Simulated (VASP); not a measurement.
Crystal: Ge.

```
Ge
1.0
     0.00000    2.82891    2.82891
     2.82891    0.00000    2.82891
     2.82891    2.82891    0.00000
Ge
2
Direct
  0.00000 0.00000 0.00000
  0.25000 0.25000 0.25000
```

| Property | Result |
| --- | --- |
| Program | VASP 6.6.1 |
| Task | relaxation of cell and atoms |
| Functional | PBE |
| Dispersion | D3(BJ) |
| Potentials or basis | VASP PAW PBE potentials, release 64 (Ge_d) |
| Cutoff | 600 eV |
| k mesh | 14 × 14 × 14 |
| Occupations | gaussian, width 0.1 eV |
| Spin | no spin polarisation |

At the start: pressure 1.4 GPa; volume 22.64 Å³/atom.

Q: How do energy, volume and symmetry change on relaxing?

A: Over 4 steps the energy falls by 2.2 meV/atom and the volume is 23.14 Å³/atom (+2.2 %); space group Fd-3m (No. 227, to 0.05 Å).

Step by step:
| step | energy change (eV) | largest force (eV/Å) | pressure (GPa) | volume (Å³) |
| --- | --- | --- | --- | --- |
| 1 | 0.0000 | 0.0000 | 1.41 | 45.28 |
| 2 | -0.0040 | 0.0000 | -0.11 | 46.60 |
| 3 | -0.0044 | 0.0000 | -0.15 | 46.39 |
| 4 | -0.0045 | 0.0000 | 0.00 | 46.28 |

Final structure:
```xyz
2
Lattice="0.0000 2.8496 2.8496 2.8496 0.0000 2.8496 2.8496 2.8496 0.0000" Properties=species:S:1:pos:R:3 pbc="T T T"
Ge    0.0000    0.0000    0.0000
Ge    1.4248    1.4248    1.4248
```

Caveat: pairwise dispersion overbinds metals, which lowers pressure and volume.
